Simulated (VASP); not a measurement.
# BaTiO3 (Cm) in VASP: further runs, part 2 of 3

VASP 6.6.1.

## (4) Single point, PBE (strain +0.0300 x Voigt [1, 0, 0, 0, 0, 0])

File INCAR:

```
SYSTEM = BaTiO3
PREC = Accurate ; ENCUT = 520
EDIFF = 1E-7 ; ISMEAR = 0
SIGMA = 0.05 ; LREAL = .FALSE.
LASPH = .TRUE. ; NELM = 100
ALGO = Normal ; ISIF = 2
LWAVE = .FALSE. ; LCHARG = .TRUE.
GGA = PE ; LELF = .TRUE.
LVHAR = .TRUE. ; NBANDS = 28
```

File KPOINTS:

```
regular mesh
0
G
  6 6 6
  0 0 0
```

File POSCAR:

```
BaTiO3
1.0
    2.9489628118      1.6529946342      2.3563003940
   -2.9489628118      1.6529946342      2.3563003940
    0.0000000000     -3.3059892684      2.3563003940
Ba Ti O
1 1 3
Direct
    0.0049545205      0.0049545205      0.0049545205
    0.5191875227      0.5191875227      0.5191875227
    0.4883938465      0.4883938465      0.9777702638
    0.4883938465      0.9777702638      0.4883938465
    0.9777702638      0.4883938465      0.4883938465
```

Potentials or basis: VASP PAW PBE potentials, release 64 (Ba_sv, Ti_sv, O).

Run with:

```sh
$ cat potpaw_PBE.64/Ba_sv/POTCAR potpaw_PBE.64/Ti_sv/POTCAR potpaw_PBE.64/O/POTCAR > POTCAR
$ mpirun -np 1 vasp_std > vasp.out
```

OUTCAR:

```text
SYSTEM = BaTiO3
   PREC = Accurate
   ENCUT = 520
   EDIFF = 1E-7
   ISMEAR = 0
   LREAL = .FALSE.
   LASPH = .TRUE.
   NELM = 100
   ISIF = 2
   GGA = PE

 ion  position               nearest neighbor table
   1  0.005  0.005  0.005-   3 2.78   4 2.81   5 2.81   5 2.89   4 2.89   4 2.89   5 2.89   3 2.95
                             3 2.95   3 2.98   4 3.00   5 3.00   2 3.43   2 3.48   2 3.54   2 3.55
   2  0.519  0.519  0.519-   3 1.87   4 1.90   5 1.90   3 2.21   4 2.24   5 2.24   1 3.43   1 3.48
                             1 3.54   1 3.55   1 3.55   1 3.61   1 3.61   1 3.64
   3  0.488  0.488  0.978-   2 1.87   2 2.21   1 2.78   1 2.95   1 2.95   1 2.98
   4  0.488  0.978  0.488-   2 1.90   2 2.24   1 2.81   1 2.89   1 2.89   1 3.00
   5  0.978  0.488  0.488-   2 1.90   2 2.24   1 2.81   1 2.89   1 2.89   1 3.00

  LATTYP: Found a base centered monoclinic cell.
 ALAT       =     5.7565763462
 B/A-ratio  =     1.0245543999
 C/A-ratio  =     0.7052400250
 COS(beta)  =    -0.0074769073

  Lattice vectors:

 A1 = (  -2.9489628118,  -1.6529946342,  -2.3563003940)
 A2 = (   2.9489628118,  -1.6529946342,  -2.3563003940)
 A3 = (   0.0000000000,  -3.3059892684,   2.3563003940)

Analysis of symmetry for initial positions (statically):
=====================================================================
 Subroutine PRICEL returns:
 Original cell was already a primitive cell.

 Routine SETGRP: Setting up the symmetry group for a
 base centered monoclinic supercell.

 Subroutine GETGRP returns: Found  2 space group operations
 (whereof  2 operations were pure point group operations)
 out of a pool of  4 trial point group operations.

The static configuration has the point symmetry C_1h.

Analysis of symmetry for dynamics (positions and initial velocities):
=====================================================================
 Subroutine PRICEL returns:
 Original cell was already a primitive cell.

 Routine SETGRP: Setting up the symmetry group for a
 base centered monoclinic supercell.

 Subroutine GETGRP returns: Found  2 space group operations
 (whereof  2 operations were pure point group operations)
 out of a pool of  4 trial point group operations.

The dynamic configuration has the point symmetry C_1h.

 Subroutine INISYM returns: Found  2 space group operations
 (whereof  2 operations are pure point group operations),
 and found     1 'primitive' translations

----------------------------------------------------------------------------------------

                                     Primitive cell

  volume of cell :      68.9164

  direct lattice vectors                    reciprocal lattice vectors
     2.948962812  1.652994634  2.356300394     0.169551138  0.100827107  0.141464702
    -2.948962812  1.652994634  2.356300394    -0.169551138  0.100827107  0.141464702
     0.000000000 -3.305989268  2.356300394     0.000000000 -0.201654214  0.141464702

  length of vectors
     4.120791729  4.120791729  4.059768046     0.242746691  0.242746691  0.246326377

  position of ions in fractional coordinates (direct lattice)
     0.004954521  0.004954521  0.004954521
     0.519187523  0.519187523  0.519187523
[... 37 lines left out ...]

 Following reciprocal coordinates:
            Coordinates               Weight
  0.000000  0.000000  0.000000      1.000000
  0.166667 -0.000000 -0.000000      4.000000
  0.333333 -0.000000 -0.000000      4.000000
  0.500000 -0.000000 -0.000000      2.000000
  0.166667  0.166667 -0.000000      2.000000
  0.333333  0.166667  0.000000      4.000000
[... 16 lines left out ...]
 -0.333333  0.166667  0.166667      4.000000
 -0.166667  0.166667  0.166667      4.000000
 [... further k-points ...]
   k-points           NKPTS =     68   k-points in BZ     NKDIM =     68   number of bands    NBANDS=     28
   number of dos      NEDOS =    301   number of ions     NIONS =      5
   total plane-waves  NPLWV =  30720
   dimension x,y,z NGX =    32 NGY =   32 NGZ =   30
   dimension x,y,z NGXF=    64 NGYF=   64 NGZF=   60
   ions per type =               1   1   3
   NGX,Y,Z   is equivalent  to a cutoff of  12.91, 12.91, 12.28 a.u.
   NGXF,Y,Z  is equivalent  to a cutoff of  25.82, 25.82, 24.57 a.u.
 SYSTEM =  BaTiO3
   PREC   = accura    normal or accurate (medium, high low for compatibility)
   ISTART =      0    job   : 0-new  1-cont  2-samecut
   ICHARG =      2    charge: 1-file 2-atom 10-const
   ISPIN  =      1    spin polarized calculation?
   LNONCOLLINEAR =      F non collinear calculations
   LSORBIT =      F    spin-orbit coupling
   LASPH  =      T    aspherical Exc in radial PAW
   ENCUT  =  520.0 eV  38.22 Ry    6.18 a.u.   7.66  7.66  7.55*2*pi/ulx,y,z
   NELM   =    100;   NELMIN=  2; NELMDL= -5     # of ELM steps
   EDIFF  = 0.1E-06   stopping-criterion for ELM
   LREAL  =      F    real-space projection
   EDIFFG = 0.1E-05   stopping-criterion for IOM
   NSW    =      0    number of steps for IOM
   IBRION =     -1    ionic relax: 0-MD 1-quasi-New 2-CG
   NFREE  =      0    steps in history (QN), initial steepest desc. (CG)
   ISIF   =      2    stress and relaxation
   ISYM   =      2    0-nonsym 1-usesym 2-fastsym
   POTIM  = 0.5000    time-step for ionic-motion
   TEBEG  =    0.0;   TEEND  =   0.0 temperature during run
   PSTRESS=    0.0 pullay stress
   NELECT =      40.0000    total number of electrons
   NUPDOWN=      -1.0000    fix difference up-down
   EMIN   =  10.00;   EMAX   =-10.00  energy-range for DOS
   EFERMI =   0.00;   METHOD = LEGACY
   ISMEAR =     0;   SIGMA  =   0.05  broadening in eV -4-tet -1-fermi 0-gaus
   EFERMI_NEDOS =   21; number of points for ismear=-14 and -15
   IALGO  =     38    algorithm
   IMIX   =      4    mixing-type and parameters
     AMIX     =   0.40;   BMIX     =  1.00
     AMIX_MAG =   1.60;   BMIX_MAG =  1.00
  volume/ion in A,a.u.               =      13.78        93.01
  Fermi-wavevector in a.u.,A,eV,Ry     =   1.365591  2.580593 25.372668  1.864838
  Thomas-Fermi vector in A             =   2.491806
   LORBIT       =      0    0 simple, 1 ext, 2 COOP (PROOUT), +10 PAW based schemes
   GGA     = PE    functional components
   LHFCALC =     F    Hartree Fock is set to
   AEXX    =    0.0000 exact exchange contribution
   IVDW    =     0    specifies the selected vdW correction
   LEPSILON=     F    determine dielectric tensor
   LRPA    =     F    only Hartree local field effects (RPA)
 non-spin polarized calculation
 Gauss-broadening in eV      SIGMA  =   0.05
  energy-cutoff  :      520.00
  volume of cell :       68.92
 maximum number of plane-waves:      1868
 NGX is ok and might be reduce to    32
   NGX = 15   NGY = 15   NGZ = 15

 number of electron      40.0000000 magnetization

 Free energy of the ion-electron system (eV)
  ---------------------------------------------------
  ext. energy  EPLUGINS =         0.00000000
  ---------------------------------------------------
  free energy    TOTEN  =       -40.02233765 eV

  energy without entropy =      -40.02233765  energy(sigma->0) =      -40.02233765

 E-fermi :   3.5861     XC(G=0): -10.8555

 val. band max:        3.2433742146   @ k =   0.5000   0.5000   0.5000
 cond. band min:       5.6710211513   @ k =   0.0000   0.0000   0.0000
 fundamental gap:      2.4276469367
 Fermi energy:         3.5861452100

 k-point     1 :       0.0000    0.0000    0.0000
  band No.  band energies     occupation
      1     -53.2102      2.00000
      2     -29.4599      2.00000
      3     -29.4521      2.00000
      4     -29.4244      2.00000
      5     -21.7632      2.00000
      6     -13.4328      2.00000
[... 733 lines left out ...]
     27       9.4839      0.00000
     28      10.8372      0.00000

 [... further k-points ...]

------------------------ aborting loop because EDIFF is reached ----------------------------------------

  FORCE on cell =-STRESS in cart. coord.  units (eV):
  Direction    XX          YY          ZZ          XY          YZ          ZX
  --------------------------------------------------------------------------------------
  -------------------------------------------------------------------------------------
  Total       -2.9592083     -0.4701191     -0.3051378      0.0000000      0.1404140      0.0000000
  in kB      -68.7960442    -10.9293887     -7.0938818      0.0000000      3.2643621      0.0000000
  external PRESSURE =     -28.9397716 kB  Pullay stress =       0.0000000 kB

 VOLUME and BASIS-vectors are now :
 -----------------------------------------------------------------------------
  energy-cutoff  :      520.00
  volume of cell :       68.92
      direct lattice vectors                 reciprocal lattice vectors
     2.948962812  1.652994634  2.356300394     0.169551138  0.100827107  0.141464702
    -2.948962812  1.652994634  2.356300394    -0.169551138  0.100827107  0.141464702
     0.000000000 -3.305989268  2.356300394     0.000000000 -0.201654214  0.141464702

 POSITION                                       TOTAL-FORCE (eV/Angst)
 -----------------------------------------------------------------------------------
      0.00000      0.00000      0.03502         0.000000      0.000244     -0.019815
      0.00000      0.00000      3.67009         0.000000      0.143078      0.212516
      0.00000     -1.61787      4.60553         0.000000      0.067090     -0.002389
     -1.44315      0.80894      4.60553         0.279996     -0.105205     -0.095156
      1.44315      0.80894      4.60553        -0.279996     -0.105205     -0.095156
 -----------------------------------------------------------------------------------
    total drift:                                0.000000     -0.000379     -0.001000

  FREE ENERGIE OF THE ION-ELECTRON SYSTEM (eV)
  ---------------------------------------------------
  free  energy   TOTEN  =       -40.0223376466 eV

  energy  without entropy=      -40.0223376466  energy(sigma->0) =      -40.02233765
```

OSZICAR:

```text
N       E                     dE             d eps       ncg     rms          rms(c)
DAV:   1     0.433162580069E+03    0.43316E+03   -0.20881E+04  3808   0.154E+03
DAV:   2    -0.300330115583E+01   -0.43617E+03   -0.41606E+03  4368   0.422E+02
DAV:   3    -0.485325725621E+02   -0.45529E+02   -0.45132E+02  5264   0.134E+02
DAV:   4    -0.506859616234E+02   -0.21534E+01   -0.21480E+01  5784   0.253E+01
DAV:   5    -0.507537122836E+02   -0.67751E-01   -0.67740E-01  5216   0.339E+00    0.228E+01
DAV:   6    -0.404004747370E+02    0.10353E+02   -0.58498E+01  5812   0.666E+01    0.107E+01
DAV:   7    -0.402899343523E+02    0.11054E+00   -0.13874E+01  5256   0.274E+01    0.703E+00
DAV:   8    -0.400574421007E+02    0.23249E+00   -0.59419E-01  4532   0.683E+00    0.405E+00
DAV:   9    -0.400721193134E+02   -0.14677E-01   -0.67351E-01  5708   0.747E+00    0.212E+00
DAV:  10    -0.400275648506E+02    0.44554E-01   -0.24676E-01  4756   0.453E+00    0.604E-01
DAV:  11    -0.400233403713E+02    0.42245E-02   -0.29471E-02  4712   0.103E+00    0.314E-01
DAV:  12    -0.400226617243E+02    0.67865E-03   -0.85260E-03  5228   0.794E-01    0.149E-01
DAV:  13    -0.400223366675E+02    0.32506E-03   -0.97026E-04  4840   0.306E-01    0.319E-02
DAV:  14    -0.400223359055E+02    0.76200E-06   -0.11446E-04  5704   0.770E-02    0.689E-03
DAV:  15    -0.400223385238E+02   -0.26183E-05   -0.75300E-06  4644   0.239E-02    0.754E-03
DAV:  16    -0.400223381576E+02    0.36626E-06   -0.82637E-06  4700   0.295E-02    0.554E-03
DAV:  17    -0.400223376447E+02    0.51288E-06   -0.12959E-06  4740   0.106E-02    0.113E-03
DAV:  18    -0.400223376466E+02   -0.19154E-08   -0.11164E-07  2820   0.215E-03
   1 F= -.40022338E+02 E0= -.40022338E+02  d E =-.507576E-24
```

It took 71 s on 1 thread of Intel Xeon 6975P-C (Granite Rapids), shared host; peak memory 0.27 GiB.

Results:

```
Free energy            : -40.0223 eV
Pressure               : -2.9 GPa
Largest force          : 0.314 eV/Å
Band gap on the k mesh : 2.43 eV (least direct gap 2.97 eV)
```

Forces on the atoms (eV/Å):
```
Ba   0.000  0.000 -0.020
Ti   0.000  0.143  0.213
O    0.000  0.067 -0.002
O    0.280 -0.105 -0.095
O   -0.280 -0.105 -0.095
```

Levels at points of the mesh, in eV from the valence-band top:
```
           k point  band 18  band 19  band 20  band 21  band 22  band 23
(0.00, 0.00, 0.00)    -0.67    -0.64    -0.55     2.43     2.51     2.60
(0.50, 0.00, 0.00)    -1.49    -1.07    -0.89     2.61     3.49     3.64
(0.50, 0.50, 0.00)    -0.99    -0.99    -0.12     3.57     3.63     3.87
(0.00, 0.00, 0.50)    -1.54    -1.01    -0.95     2.60     3.58     3.76
(0.50, 0.00, 0.50)    -0.91    -0.83    -0.10     3.57     3.68     3.96
(0.50, 0.50, 0.50)    -0.07    -0.05     0.00     3.92     4.13     4.21
```

Caveat: the cell differs from its parent crystal (strain +0.0300 x Voigt [1, 0, 0, 0, 0, 0]); spin-orbit coupling is left out, which moves the levels of the heavy elements. A k mesh can miss the band edges.

## (5) Single point, PBE (strain +0.0450 x Voigt [1, 0, 0, 0, 0, 0])

File INCAR:

```
  PREC = Accurate
  ENCUT = 520
  EDIFF = 1E-6
  ISMEAR = 0
  SIGMA = 0.05
  LREAL = False
  LASPH = True
  NELM = 80
  ALGO = Normal
  ISIF = 2
  LWAVE = False
  LCHARG = False
  GGA = PE
  NBANDS = 28
```

File KPOINTS:

```
Automatic mesh
0
Gamma
  6 6 6
```

POSCAR, as its differences from that of step 4:

```diff
@@ -2,4 +2,4 @@
 1.0
-    2.9489628118      1.6529946342      2.3563003940
-   -2.9489628118      1.6529946342      2.3563003940
+    2.9919088721      1.6529946342      2.3563003940
+   -2.9919088721      1.6529946342      2.3563003940
     0.0000000000     -3.3059892684      2.3563003940
```

Potentials or basis: VASP PAW PBE potentials, release 64 (Ba_sv, Ti_sv, O).

Run with:

```sh
$ cat potpaw_PBE.64/Ba_sv/POTCAR potpaw_PBE.64/Ti_sv/POTCAR potpaw_PBE.64/O/POTCAR > POTCAR
$ mpirun -np 1 vasp_std > vasp.out
```

OUTCAR:

```text
PREC = Accurate
   ENCUT = 520
   EDIFF = 1E-6
   ISMEAR = 0
   LREAL = False
   LASPH = True
   NELM = 80
   ISIF = 2
   GGA = PE

 ion  position               nearest neighbor table
   1  0.005  0.005  0.005-   3 2.78   4 2.82   5 2.82   5 2.90   4 2.90   4 2.90   5 2.90   3 2.98
                             3 3.00   3 3.00   4 3.01   5 3.01   2 3.43   2 3.48   2 3.54   2 3.58
   2  0.519  0.519  0.519-   3 1.87   4 1.92   5 1.92   3 2.21   4 2.25   5 2.25   1 3.43   1 3.48
                             1 3.54   1 3.58   1 3.58   1 3.64   1 3.65   1 3.65
   3  0.488  0.488  0.978-   2 1.87   2 2.21   1 2.78   1 2.98   1 3.00   1 3.00
   4  0.488  0.978  0.488-   2 1.92   2 2.25   1 2.82   1 2.90   1 2.90   1 3.01
   5  0.978  0.488  0.488-   2 1.92   2 2.25   1 2.82   1 2.90   1 2.90   1 3.01

  LATTYP: Found a base centered monoclinic cell.
 ALAT       =     5.7565763462
 B/A-ratio  =     1.0394750950
 C/A-ratio  =     0.7052400250
 COS(beta)  =    -0.0074769073

  Lattice vectors:

 A1 = (  -2.9919088721,  -1.6529946342,  -2.3563003940)
 A2 = (   2.9919088721,  -1.6529946342,  -2.3563003940)
 A3 = (   0.0000000000,  -3.3059892684,   2.3563003940)

Analysis of symmetry for initial positions (statically):
=====================================================================
 Subroutine PRICEL returns:
 Original cell was already a primitive cell.

 Routine SETGRP: Setting up the symmetry group for a
 base centered monoclinic supercell.

 Subroutine GETGRP returns: Found  2 space group operations
 (whereof  2 operations were pure point group operations)
 out of a pool of  4 trial point group operations.

The static configuration has the point symmetry C_1h.

Analysis of symmetry for dynamics (positions and initial velocities):
=====================================================================
 Subroutine PRICEL returns:
 Original cell was already a primitive cell.

 Routine SETGRP: Setting up the symmetry group for a
 base centered monoclinic supercell.

 Subroutine GETGRP returns: Found  2 space group operations
 (whereof  2 operations were pure point group operations)
 out of a pool of  4 trial point group operations.
[... 130 lines left out ...]
  Thomas-Fermi vector in A             =   2.485809
   LORBIT       =      0    0 simple, 1 ext, 2 COOP (PROOUT), +10 PAW based schemes
   GGA     = PE    functional components
   LHFCALC =     F    Hartree Fock is set to
   AEXX    =    0.0000 exact exchange contribution
   IVDW    =     0    specifies the selected vdW correction
   LEPSILON=     F    determine dielectric tensor
   LRPA    =     F    only Hartree local field effects (RPA)
 non-spin polarized calculation
 Gauss-broadening in eV      SIGMA  =   0.05
  energy-cutoff  :      520.00
  volume of cell :       69.92
 maximum number of plane-waves:      1898
   NGX = 15   NGY = 15   NGZ = 15

 number of electron      40.0000002 magnetization

 Free energy of the ion-electron system (eV)
  ---------------------------------------------------
  ext. energy  EPLUGINS =         0.00000000
  ---------------------------------------------------
  free energy    TOTEN  =       -39.96853957 eV

  energy without entropy =      -39.96853957  energy(sigma->0) =      -39.96853957

 E-fermi :   3.4085     XC(G=0): -10.7812

 val. band max:        3.1585341993   @ k =   0.5000   0.5000   0.5000
 cond. band min:       5.5037578674   @ k =   0.0000   0.0000   0.0000
 fundamental gap:      2.3452236681
 Fermi energy:         3.4085474319

 k-point     1 :       0.0000    0.0000    0.0000
  band No.  band energies     occupation
      1     -53.3777      2.00000
      2     -29.6252      2.00000
      3     -29.6147      2.00000
      4     -29.5738      2.00000
      5     -21.9073      2.00000
      6     -13.5106      2.00000
[... 733 lines left out ...]
     27       9.3635      0.00000
     28      10.6385      0.00000

 [... further k-points ...]

------------------------ aborting loop because EDIFF is reached ----------------------------------------

  FORCE on cell =-STRESS in cart. coord.  units (eV):
  Direction    XX          YY          ZZ          XY          YZ          ZX
  --------------------------------------------------------------------------------------
  -------------------------------------------------------------------------------------
  Total       -4.6146575     -0.9904591     -0.7134187      0.0000000      0.2309959      0.0000000
  in kB     -105.7422003    -22.6957963    -16.3475762      0.0000000      5.2931374      0.0000000
  external PRESSURE =     -48.2618576 kB  Pullay stress =       0.0000000 kB

 VOLUME and BASIS-vectors are now :
 -----------------------------------------------------------------------------
  energy-cutoff  :      520.00
  volume of cell :       69.92
      direct lattice vectors                 reciprocal lattice vectors
     2.991908872  1.652994634  2.356300394     0.167117389  0.100827107  0.141464702
    -2.991908872  1.652994634  2.356300394    -0.167117389  0.100827107  0.141464702
     0.000000000 -3.305989268  2.356300394     0.000000000 -0.201654214  0.141464702

 POSITION                                       TOTAL-FORCE (eV/Angst)
 -----------------------------------------------------------------------------------
      0.00000      0.00000      0.03502         0.000000     -0.000687     -0.007975
      0.00000      0.00000      3.67009         0.000000      0.198509      0.344602
      0.00000     -1.61787      4.60553         0.000000      0.116537     -0.025553
     -1.46417      0.80894      4.60553         0.419219     -0.157180     -0.155537
      1.46417      0.80894      4.60553        -0.419219     -0.157180     -0.155537
 -----------------------------------------------------------------------------------
    total drift:                                0.000000     -0.000237     -0.000272

  FREE ENERGIE OF THE ION-ELECTRON SYSTEM (eV)
  ---------------------------------------------------
  free  energy   TOTEN  =       -39.9685395721 eV

  energy  without entropy=      -39.9685395721  energy(sigma->0) =      -39.96853957
```

stdout:

```text
POSCAR found type information on POSCAR BaTiO
 POSCAR found :  3 types and       5 ions
 scaLAPACK will be used
 LDA part: xc-table for (Slater+PW92), standard interpolation
 POSCAR, INCAR and KPOINTS ok, starting setup
 FFT: planning ... GRIDC
 FFT: planning ... GRID_SOFT
 FFT: planning ... GRID
 WAVECAR not read
 entering main loop
```

Wall time 53 s (1 thread of Intel Xeon 6975P-C (Granite Rapids), shared host); peak memory 0.27 GiB.

What came out:

| Property | Result |
| --- | --- |
| Free energy | -39.9685 eV |
| Pressure | -4.8 GPa |
| Largest force | 0.474 eV/Å |
| Band gap on the k mesh | 2.35 eV (least direct gap 2.89 eV) |

Forces on the atoms (eV/Å):
```
Ba   0.000 -0.001 -0.008
Ti   0.000  0.199  0.345
O    0.000  0.117 -0.026
O    0.419 -0.157 -0.156
O   -0.419 -0.157 -0.156
```

Caveat: the cell differs from its parent crystal (strain +0.0450 x Voigt [1, 0, 0, 0, 0, 0]); the cell stands under tension; spin-orbit coupling is left out, which moves the levels of the heavy elements. A k mesh can miss the band edges.

[end of part 2 of 3]
